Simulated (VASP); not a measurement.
# FeO (C2/m) in VASP: single point with PBEsol

Aim: the single point of FeO with PBEsol.

Program: VASP 6.6.1. These are calculated values, not measurements. Logs are shortened: lines on timing, memory, paths and dates and some standing lists are left out, and cuts for length are marked.

**1. The cell of the first run**

The typed cell holds 2 atoms: a = 3.036 Å, b = 3.036 Å, c = 3.001 Å, α = 59.64°, β = 59.64°, γ = 90.00°.

**2. Single point, PBEsol, collinear spin, ferromagnetic start**

Input file INCAR:

```
SYSTEM = FeO
PREC = Accurate
ENCUT = 520
EDIFF = 1E-7
ISMEAR = 0
SIGMA = 0.1
LREAL = .FALSE.
LASPH = .TRUE.
NELM = 150
ALGO = Normal
ISIF = 2
LWAVE = .FALSE.
LCHARG = .FALSE.
ISPIN = 2
MAGMOM = 3.75 0.36
LORBIT = 11
LMAXMIX = 4
GGA = PS
NBANDS = 18
```

Input file KPOINTS:

```
Automatic mesh
0
G
  11 11 16
  0 0 0
```

Input file POSCAR:

```
FeO
1.0
    3.0358716078     -0.0000001194     -0.0008515584
   -0.0000001194      3.0358716078     -0.0008515584
    1.5173481521      1.5173481521      2.0981995724
Fe O
1 1
Direct
    0.0000000000      0.0000000000      0.0000000000
    0.5000000000      0.5000000000      0.0000000000
```

Potentials or basis: VASP PAW PBE potentials, release 64 (Fe, O).

Started as:

```
$ cat potpaw_PBE.64/Fe/POTCAR potpaw_PBE.64/O/POTCAR > POTCAR
$ mpirun -np 1 vasp_std > vasp.out
```

OUTCAR:

```text
SYSTEM = FeO
   PREC = Accurate
   ENCUT = 520
   EDIFF = 1E-7
   ISMEAR = 0
   LREAL = .FALSE.
   LASPH = .TRUE.
   NELM = 150
   ISIF = 2
   ISPIN = 2
   LORBIT = 11
   GGA = PS

 ion  position               nearest neighbor table
   1  0.000  0.000  0.000-   2 2.10   2 2.10   2 2.15   2 2.15   2 2.15   2 2.15
   2  0.500  0.500  0.000-   1 2.10   1 2.10   1 2.15   1 2.15   1 2.15   1 2.15

  LATTYP: Found a base centered monoclinic cell.
 ALAT       =     4.1981025906
 B/A-ratio  =     1.0226931995
 C/A-ratio  =     0.7148916474
 COS(beta)  =    -0.6988397812

  Lattice vectors:

 A1 = (   1.5185234557,  -1.5173482715,  -2.0990511308)
 A2 = (  -1.5173482715,   1.5185234557,  -2.0990511308)
 A3 = (   1.5173481521,   1.5173481521,   2.0981995724)

Analysis of symmetry for initial positions (statically):
=====================================================================
 Subroutine PRICEL returns:
 Original cell was already a primitive cell.

 Routine SETGRP: Setting up the symmetry group for a
 base centered monoclinic supercell.

 Subroutine GETGRP returns: Found  4 space group operations
 (whereof  4 operations were pure point group operations)
 out of a pool of  4 trial point group operations.

The static configuration has the point symmetry C_2h.

Analysis of symmetry for dynamics (positions and initial velocities):
=====================================================================
 Subroutine PRICEL returns:
 Original cell was already a primitive cell.

 Routine SETGRP: Setting up the symmetry group for a
 base centered monoclinic supercell.

 Subroutine GETGRP returns: Found  4 space group operations
 (whereof  4 operations were pure point group operations)
 out of a pool of  4 trial point group operations.

The dynamic configuration has the point symmetry C_2h.

Analysis of structural, dynamic, and magnetic symmetry:
=====================================================================
 Subroutine PRICEL returns:
 Original cell was already a primitive cell.

 Routine SETGRP: Setting up the symmetry group for a
 base centered monoclinic supercell.

 Subroutine GETGRP returns: Found  4 space group operations
 (whereof  4 operations were pure point group operations)
 out of a pool of  4 trial point group operations.

The overall configuration has the point symmetry C_2h.

 Subroutine INISYM returns: Found  4 space group operations
 (whereof  4 operations are pure point group operations),
 and found     1 'primitive' translations

----------------------------------------------------------------------------------------

                                     Primitive cell

  volume of cell :      19.3459

  direct lattice vectors                    reciprocal lattice vectors
     3.035871608 -0.000000119 -0.000851558     0.329327904 -0.000066777 -0.238110697
    -0.000000119  3.035871608 -0.000851558    -0.000066777  0.329327904 -0.238110697
     1.517348152  1.517348152  2.098199572     0.000133631  0.000133631  0.476405811

  length of vectors
     3.035871727  3.035871727  3.001188477     0.406390917  0.406390917  0.476405849

  position of ions in fractional coordinates (direct lattice)
     0.000000000  0.000000000  0.000000000
     0.500000000  0.500000000  0.000000000

  ion indices of the primitive-cell ions
   primitive index   ion index
                 1           1
                 2           2

----------------------------------------------------------------------------------------

 KPOINTS: Automatic mesh

Automatic generation of k-mesh.
 Grid dimensions read from file:
 generate k-points for:   11   11   16

 Generating k-lattice:

  Cartesian coordinates                     Fractional coordinates (reciprocal lattice)
     0.029938900 -0.000006071 -0.021646427     0.090909091  0.000000000  0.000000000
    -0.000006071  0.029938900 -0.021646427     0.000000000  0.090909091  0.000000000
     0.000008352  0.000008352  0.029775363     0.000000000  0.000000000  0.062500000

  Length of vectors
     0.036944629  0.036944629  0.029775366

  Shift w.r.t. Gamma in fractional coordinates (k-lattice)
     0.000000000  0.000000000  0.000000000

 Subroutine IBZKPT returns following result:
 ===========================================

 Found    534 irreducible k-points:

 Following reciprocal coordinates:
            Coordinates               Weight
  0.000000  0.000000  0.000000      1.000000
  0.090909 -0.000000  0.000000      4.000000
  0.181818  0.000000 -0.000000      4.000000
  0.272727 -0.000000  0.000000      4.000000
  0.363636  0.000000  0.000000      4.000000
  0.454545  0.000000  0.000000      4.000000
[... 16 lines left out ...]
 -0.272727  0.181818  0.000000      4.000000
 -0.181818  0.181818  0.000000      2.000000
 [... further k-points ...]
   k-points           NKPTS =    534   k-points in BZ     NKDIM =    534   number of bands    NBANDS=     18
   number of dos      NEDOS =    301   number of ions     NIONS =      2
   total plane-waves  NPLWV =  13824
   dimension x,y,z NGX =    24 NGY =   24 NGZ =   24
   dimension x,y,z NGXF=    48 NGYF=   48 NGZF=   48
   ions per type =               1   1
   NGX,Y,Z   is equivalent  to a cutoff of  13.14, 13.14, 13.29 a.u.
   NGXF,Y,Z  is equivalent  to a cutoff of  26.29, 26.29, 26.59 a.u.
 SYSTEM =  FeO
   PREC   = accura    normal or accurate (medium, high low for compatibility)
   ISTART =      0    job   : 0-new  1-cont  2-samecut
   ICHARG =      2    charge: 1-file 2-atom 10-const
   ISPIN  =      2    spin polarized calculation?
   LNONCOLLINEAR =      F non collinear calculations
   LSORBIT =      F    spin-orbit coupling
   LASPH  =      T    aspherical Exc in radial PAW
   ENCUT  =  520.0 eV  38.22 Ry    6.18 a.u.   5.64  5.64  5.58*2*pi/ulx,y,z
   NELM   =    150;   NELMIN=  2; NELMDL= -5     # of ELM steps
   EDIFF  = 0.1E-06   stopping-criterion for ELM
   LREAL  =      F    real-space projection
   EDIFFG = 0.1E-05   stopping-criterion for IOM
   NSW    =      0    number of steps for IOM
   IBRION =     -1    ionic relax: 0-MD 1-quasi-New 2-CG
   NFREE  =      0    steps in history (QN), initial steepest desc. (CG)
   ISIF   =      2    stress and relaxation
   ISYM   =      2    0-nonsym 1-usesym 2-fastsym
   POTIM  = 0.5000    time-step for ionic-motion
   TEBEG  =    0.0;   TEEND  =   0.0 temperature during run
   PSTRESS=    0.0 pullay stress
   NELECT =      14.0000    total number of electrons
   NUPDOWN=      -1.0000    fix difference up-down
   EMIN   =  10.00;   EMAX   =-10.00  energy-range for DOS
   EFERMI =   0.00;   METHOD = LEGACY
   ISMEAR =     0;   SIGMA  =   0.10  broadening in eV -4-tet -1-fermi 0-gaus
   EFERMI_NEDOS =   21; number of points for ismear=-14 and -15
   IALGO  =     38    algorithm
   IMIX   =      4    mixing-type and parameters
     AMIX     =   0.40;   BMIX     =  1.00
     AMIX_MAG =   1.60;   BMIX_MAG =  1.00
  volume/ion in A,a.u.               =       9.67        65.28
  Fermi-wavevector in a.u.,A,eV,Ry     =   1.469787  2.777494 29.392290  2.160272
  Thomas-Fermi vector in A             =   2.585122
   LORBIT       =     11    0 simple, 1 ext, 2 COOP (PROOUT), +10 PAW based schemes
   GGA     = PS    functional components
   LHFCALC =     F    Hartree Fock is set to
   AEXX    =    0.0000 exact exchange contribution
   IVDW    =     0    specifies the selected vdW correction
   LEPSILON=     F    determine dielectric tensor
   LRPA    =     F    only Hartree local field effects (RPA)
 spin polarized calculation
 Gauss-broadening in eV      SIGMA  =   0.10
  energy-cutoff  :      520.00
  volume of cell :       19.35
 maximum number of plane-waves:       536
   NGX = 11   NGY = 11   NGZ = 11

 number of electron      13.9999998 magnetization       3.9994444

 Free energy of the ion-electron system (eV)
  ---------------------------------------------------
  ext. energy  EPLUGINS =         0.00000000
  ---------------------------------------------------
  free energy    TOTEN  =       -15.86043851 eV

  energy without entropy =      -15.85400251  energy(sigma->0) =      -15.85722051

 E-fermi :   6.4446     XC(G=0): -12.6034

 val. band max:        6.4429604683   @ k =   0.1818   0.1818   0.0000
 cond. band min:       6.4500948048   @ k =  -0.3636   0.1818   0.1250
 fundamental gap:      0.0071343365
 Fermi energy:         6.4446192382

 spin component 1

 k-point     1 :       0.0000    0.0000    0.0000
  band No.  band energies     occupation
      1     -14.5382      1.00000
      2       2.4496      1.00000
      3       2.5008      1.00000
      4       2.5012      1.00000
      5       2.5015      1.00000
      6       2.5016      1.00000
[... 10 lines left out ...]
     17      28.1987      0.00000
     18      30.0574      0.00000

 k-point     2 :       0.0909   -0.0000    0.0000
  band No.  band energies     occupation
      1     -14.4495      1.00000
      2       1.5605      1.00000
      3       1.7047      1.00000
      4       1.7095      1.00000
      5       2.6005      1.00000
      6       2.6493      1.00000
[... 10 lines left out ...]
     17      28.5774      0.00000
     18      31.4957      0.00000

 k-point     3 :       0.1818    0.0000   -0.0000
  band No.  band energies     occupation
      1     -14.2019      1.00000
      2       0.2612      1.00000
      3       0.9104      1.00000
      4       0.9280      1.00000
      5       2.7828      1.00000
      6       2.8171      1.00000
[... 412 lines left out ...]
 k-point    23 :      -0.2727    0.1818    0.0000
  band No.  band energies     occupation
      1     -13.9020      1.00000
      2      -0.9273      1.00000
      3       0.9273      1.00000
      4       1.1168      1.00000
      5       2.3192      1.00000
      6       3.0993      1.00000
[... 10 lines left out ...]
     17      33.5692      0.00000
     18      34.0649      0.00000

 k-point    24 :      -0.1818    0.1818    0.0000
  band No.  band energies     occupation
      1     -14.1298      1.00000
      2      -0.3593      1.00000
      3       1.4812      1.00000
      4       1.5631      1.00000
      5       2.2047      1.00000
      6       2.9070      1.00000
[... 10 lines left out ...]
     17      31.3309      0.00000
     18      31.8695      0.00000

 [... further k-points ...]

 spin component 2

 k-point     1 :       0.0000    0.0000    0.0000
  band No.  band energies     occupation
      1     -13.9638      1.00000
      2       3.0470      1.00000
      3       3.1219      1.00000
      4       3.1220      1.00000
      5       5.6228      1.00000
      6       5.6229      1.00000
[... 10 lines left out ...]
     17      29.7532      0.00000
     18      31.2157      0.00000

 k-point     2 :       0.0909   -0.0000    0.0000
  band No.  band energies     occupation
      1     -13.8741      1.00000
      2       2.4261      1.00000
      3       2.8151      1.00000
      4       2.8557      1.00000
      5       5.7424      1.00000
      6       5.7484      1.00000
[... 10 lines left out ...]
     17      29.9874      0.00000
     18      32.7787      0.00000

 k-point     3 :       0.1818    0.0000   -0.0000
  band No.  band energies     occupation
      1     -13.6237      1.00000
      2       1.1250      1.00000
      3       2.2624      1.00000
      4       2.2999      1.00000
      5       5.9854      1.00000
      6       6.0136      1.00000
[... 412 lines left out ...]
 k-point    23 :      -0.2727    0.1818    0.0000
  band No.  band energies     occupation
      1     -13.3141      1.00000
      2       0.0804      1.00000
      3       2.0012      1.00000
      4       2.1870      1.00000
      5       5.1812      1.00000
      6       6.6870      0.00030
[... 10 lines left out ...]
     17      34.6982      0.00000
     18      35.3080      0.00000

 k-point    24 :      -0.1818    0.1818    0.0000
  band No.  band energies     occupation
      1     -13.5478      1.00000
      2       0.7428      1.00000
      3       2.4240      1.00000
      4       2.5274      1.00000
      5       5.1669      1.00000
      6       6.4992      0.22022
[... 10 lines left out ...]
     17      32.7274      0.00000
     18      33.2954      0.00000

 [... further k-points ...]

------------------------ aborting loop because EDIFF is reached ----------------------------------------

  FORCE on cell =-STRESS in cart. coord.  units (eV):
  Direction    XX          YY          ZZ          XY          YZ          ZX
  --------------------------------------------------------------------------------------
  -------------------------------------------------------------------------------------
  Total       -0.3348974     -0.3348974      0.0670218      0.0005080      0.0000931      0.0000938
  in kB      -27.7352841    -27.7352841      5.5505622      0.0420727      0.0077120      0.0077714
  external PRESSURE =     -16.6400020 kB  Pullay stress =       0.0000000 kB

 VOLUME and BASIS-vectors are now :
 -----------------------------------------------------------------------------
  energy-cutoff  :      520.00
  volume of cell :       19.35
      direct lattice vectors                 reciprocal lattice vectors
     3.035871608 -0.000000119 -0.000851558     0.329327904 -0.000066777 -0.238110697
    -0.000000119  3.035871608 -0.000851558    -0.000066777  0.329327904 -0.238110697
     1.517348152  1.517348152  2.098199572     0.000133631  0.000133631  0.476405811

 POSITION                                       TOTAL-FORCE (eV/Angst)
 -----------------------------------------------------------------------------------
      0.00000      0.00000      0.00000         0.000000      0.000000      0.000000
      1.51794      1.51794     -0.00085        -0.000000     -0.000000      0.000000
 -----------------------------------------------------------------------------------
    total drift:                               -0.000000     -0.000000     -0.000000

  FREE ENERGIE OF THE ION-ELECTRON SYSTEM (eV)
  ---------------------------------------------------
  free  energy   TOTEN  =       -15.8604385062 eV

  energy  without entropy=      -15.8540025089  energy(sigma->0) =      -15.85722051

 total charge

# of ion       s       p       d       tot
------------------------------------------
    1        0.303   0.389   6.112   6.804
    2        1.551   3.434   0.000   4.985
--------------------------------------------------
tot          1.854   3.823   6.112  11.790

 magnetization (x)

# of ion       s       p       d       tot
------------------------------------------
    1        0.027   0.022   3.556   3.604
    2        0.032   0.280   0.000   0.311
--------------------------------------------------
tot          0.058   0.301   3.556   3.915
```

Wall time 6.9 min (1 thread of Intel Xeon 8259CL, shared host); peak memory 0.39 GiB.

What came out:

| Quantity | Value |
| --- | --- |
| Free energy | -15.8604 eV |
| Pressure | -1.7 GPa |
| Band gap on the k mesh | zero (filled and empty bands overlap) |
| Net moment | 4.00 μB per cell |
| Site moments | Fe +3.60; O +0.31 μB |
| Valence electrons inside the program's atomic spheres | Fe 6.80; O 4.99 |

Levels at points of the mesh, in eV from the Fermi level:
Spin up:
```
           k point  band 5  band 6  band 7  band 8  band 9  band 10  band 11  band 12  band 13  band 14
(0.00, 0.00, 0.00)   -3.94   -3.94   -3.85   -3.70   -3.64     0.20    15.36    17.16    17.16    17.18
(0.00, 0.00, 0.50)   -4.91   -3.24   -2.73   -2.73   -2.63     5.43     9.04    10.60    14.81    14.81
```
Spin down:
| k point | band 1 | band 2 | band 3 | band 4 | band 5 | band 6 | band 7 | band 8 | band 9 | band 10 |
| --- | --- | --- | --- | --- | --- | --- | --- | --- | --- | --- |
| (0.00, 0.00, 0.00) | -20.41 | -3.40 | -3.32 | -3.32 | -0.82 | -0.82 | -0.72 | 0.07 | 0.10 | 1.06 |
| (0.00, 0.00, 0.50) | -19.08 | -7.12 | -4.63 | -4.63 | -2.30 | 0.70 | 0.81 | 0.81 | 1.21 | 6.76 |

Caveat: the PAW data sets were made with another functional, which shifts forces and pressure a little; a cell with one magnetic atom can't hold antiferromagnetic order, which such compounds often take; semilocal functionals often make such compounds metallic where correlation or magnetic order opens a gap, which also shifts bond lengths. With open d or f shells a metallic result of PBEsol can be an artefact of self-interaction; +U or a hybrid may open a gap.
